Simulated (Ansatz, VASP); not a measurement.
## Two plane-wave programs on Sn

Contents of INCAR:

```
PREC = Accurate
ENCUT = 520
EDIFF = 1E-6
ISMEAR = 0
SIGMA = 0.15
LREAL = F
LASPH = T
NELM = 60
ALGO = Fast
ISIF = 2
LWAVE = F
LCHARG = F
GGA = PS
NBANDS = 13
```

The input KPOINTS:

```
Automatic mesh
0
Gamma
  22 22 22
```

File POSCAR:

```
Sn
1.0
   -1.7787752712      1.7787752712      1.8255851467
    1.7787752712     -1.7787752712      1.8255851467
    1.7787752712      1.7787752712     -1.8255851467
Sn
1
Direct
    0.0000000000      0.0000000000      0.0000000000
```

Input for Ansatz:

```yaml
crystal:
  lattice:
    - [-1.7787752712, 1.7787752712, 1.8255851467]
    - [1.7787752712, -1.7787752712, 1.8255851467]
    - [1.7787752712, 1.7787752712, -1.8255851467]
  atoms:
    - { symbol: Sn, position: [0.0, 0.0, 0.0] }
basis:
  ecutwfc: 420
kpoints:
  mp_grid: { grid: [22, 22, 22] }
hamiltonian:
  xc: pbesol
scf:
  occupations: { method: gaussian, width: 0.15 }
output:
  forces: true
  stress: true
  eigenvalues: true
```

Change from the starting cell: strain -0.050 along x and y, -0.025 along z, atoms carried along.

Alike in both runs: task single point; functional PBEsol; k mesh 22 × 22 × 22; occupations gaussian, width 0.15 eV; no spin polarisation.

```csv
,VASP,Ansatz
version,VASP 6.6.1,Ansatz 0.2.0
potentials or method,"VASP PAW PBE potentials, release 64 (Sn_d), cutoff 520 eV","scalar-relativistic, plane waves, PAW"
valence electrons in the cell,14,14
```

```tsv
	VASP	Ansatz	Ansatz less VASP
gap on the k mesh at the Fermi level (eV)	none	none	-
pressure (GPa)	9.2	9.2	+0.03
traceless stress, the component that is largest in VASP (GPa)	-0.13	-0.13	0.000
```

VASP's potentials were made for PBE, not for PBEsol. A gap of «none» marks a metal or a gap that the smearing closes. The functional is the same, so the differences come from potentials, cutoffs and numerics.
